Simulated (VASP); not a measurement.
## BN: single point with PBE

Crystal: BN.

```
CELL_PARAMETERS angstrom
0.00000 1.88182 1.88182
1.88182 0.00000 1.88182
1.88182 1.88182 0.00000
ATOMIC_POSITIONS crystal
B 0.00000 0.00000 0.00000
N 0.75000 0.75000 0.75000
```

```
Program             : VASP 6.6.1
Task                : single point
Functional          : PBE
Potentials or basis : VASP PAW PBE potentials, release 64 (B, N)
Cutoff              : 600 eV
k mesh              : 12 × 12 × 12
Occupations         : gaussian, width 0.05 eV
Spin                : no spin polarisation
```

The pressure is -34.3 GPa and the band gap on the k mesh is 4.32 eV (least direct gap 8.25 eV).

Levels at points of the mesh, in eV from the valence-band top:
| k point | band 1 | band 2 | band 3 | band 4 | band 5 | band 6 | band 7 | band 8 | band 9 |
| --- | --- | --- | --- | --- | --- | --- | --- | --- | --- |
| (0.00, 0.00, 0.00) | -18.92 | 0.00 | 0.00 | 0.00 | 8.25 | 8.25 | 8.25 | 8.45 | 22.56 |
| (0.50, 0.00, 0.00) | -15.26 | -9.63 | -1.72 | -1.72 | 8.62 | 10.03 | 10.03 | 14.02 | 21.84 |
| (0.50, 0.50, 0.00) | -14.05 | -8.17 | -4.34 | -4.34 | 4.32 | 8.54 | 16.13 | 16.13 | 18.86 |

It took 5.3 s on 1 thread of Intel(R) Xeon(R) 6975P-C (Granite Rapids), with other jobs on the host, peak memory 0.14 GiB.

Caveat: the cell stands under tension. A k mesh can miss the band edges.
